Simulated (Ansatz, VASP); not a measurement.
**Two plane-wave programs on BP**

```xyz
2
Lattice="0.0000 2.2690 2.2690 2.2690 0.0000 2.2690 2.2690 2.2690 0.0000" Properties=species:S:1:pos:R:3 pbc="T T T"
B     0.0000    0.0000    0.0000
P     1.1345    1.1345    1.1345
```

Alike in both runs: task single point; functional r2SCAN; dispersion rVV10; k mesh 6 × 6 × 6; occupations gaussian, width 0.1 eV; no spin polarisation.

|  | VASP | Ansatz |
| --- | --- | --- |
| version | VASP 6.6.1 | Ansatz 0.2.0 |
| potentials or method | VASP PAW PBE potentials, release 64 (B, P), cutoff 550 eV | scalar-relativistic, plane waves, PAW |
| valence electrons in the cell | 8 | 8 |

Ansatz gave:

| Property | Result |
| --- | --- |
| gap on the k mesh at the Fermi level (eV) | 1.47 |
| least direct gap on the mesh (eV) | 3.59 |
| pressure (GPa) | -0.7 |

Task: Which values does VASP return?

Result: gap on the k mesh at the Fermi level (eV): 1.51; least direct gap on the mesh (eV): 3.63; pressure (GPa): -1.1.

VASP's potentials were made for PBE, not for r2SCAN.
